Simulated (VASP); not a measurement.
Write the native input for VASP 6.6.1 that does the following.

```yaml
Task: electric field gradients
Functional: LDA
Potentials_or_basis: VASP PAW LDA potentials, release 64 (La, Hg_sv_GW)
Cutoff: 410 eV
k_mesh: 8 × 8 × 9
Occupations: fermi-dirac, width 0.08 eV
Spin: no spin polarisation
Dipole_correction: no
Further_INCAR_settings: ALGO = Normal; EDIFF = 1e-08; NBANDS = 32
```

The structure of LaHg2 lies in POSCAR:

```
LaHg2
1.0
    4.9247221298      0.0000000000      0.0000000000
   -2.4623610649      4.2649344710      0.0000000000
    0.0000000000      0.0000000000      3.6155697337
La Hg
1 2
Direct
    0.0000000000      0.0000000000      0.0000000000
    0.3333333333      0.6666666667      0.5000000000
    0.6666666667      0.3333333333      0.5000000000
```

One way to write it, as run:

INCAR

```
PREC = Accurate
ENCUT = 410
EDIFF = 1E-8
ISMEAR = -1
SIGMA = 0.08
LREAL = False
LASPH = True
NELM = 200
ALGO = Normal
ISIF = 2
LWAVE = False
LCHARG = False
LEFG = True
NBANDS = 32
GGA_COMPAT = False
LMAXMIX = 6
```

KPOINTS

```
regular mesh
0
Gamma
  8 8 9
```

Potentials or basis: VASP PAW LDA potentials, release 64 (La, Hg_sv_GW).

Run with:

```bash
$ cat potpaw_LDA.64/La/POTCAR potpaw_LDA.64/Hg_sv_GW/POTCAR > POTCAR
$ mpirun -np 1 vasp_std > vasp.out
```

Results of the run:

```yaml
Pressure: -3.4 GPa
Band_gap_on_the_k_mesh: zero (an odd number of electrons rules out a gap without spin polarisation)
Largest_electric_field_gradient_by_atom: La +81.7; Hg +304.5 V/Å²
```

Caveat: the cell stands under tension; without QUAD_EFG the Cq values of the log hold for a quadrupole moment of 1 mb, not for the nuclei; spin-orbit coupling is left out, which moves the levels of the heavy elements.

Run time: 40 s on 1 thread of Intel(R) Xeon(R) 6975P-C (Granite Rapids), with other jobs on the host, peak memory 0.23 GiB.
